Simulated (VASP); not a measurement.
Input of a VASP 6.6.1 run:

INCAR

```
PREC = Accurate ; ENCUT = 520
EDIFF = 1E-7 ; ISMEAR = 0
SIGMA = 0.01 ; LREAL = False
LASPH = True ; NELM = 100
ALGO = Normal ; ISIF = 2
LWAVE = False ; LCHARG = False
GGA = PE ; NBANDS = 15
```

File KPOINTS:

```
Automatic mesh
0
Gamma
  4 4 4
```

POSCAR

```
KF
1.0
    0.0000000000      2.6589605554      2.6589605554
    2.6722553582      0.0000000000      2.6589605554
    2.6722553582      2.6589605554      0.0000000000
K F
1 1
Direct
    0.0000000000      0.0000000000      0.0000000000
    0.5000000000      0.5000000000      0.5000000000
```

Potentials or basis: VASP PAW PBE potentials, release 64 (K_sv, F).

Run with:

```console
$ cat potpaw_PBE.64/K_sv/POTCAR potpaw_PBE.64/F/POTCAR > POTCAR
$ mpirun -np 1 vasp_std > vasp.out
```

Question: What does it give for the pressure?

Answer: 1.8 GPa.

Question: Predict the band gap on the k mesh.

Answer: 6.21 eV, direct.

Stress tensor (GPa, compression positive):
```
1.57 0.00 0.00
0.00 1.87 0.00
0.00 0.00 1.87
```

Caveat: the k points lie up to 0.51 Å⁻¹ apart; the cell differs from its parent crystal (uniaxial x strain +0.5%).
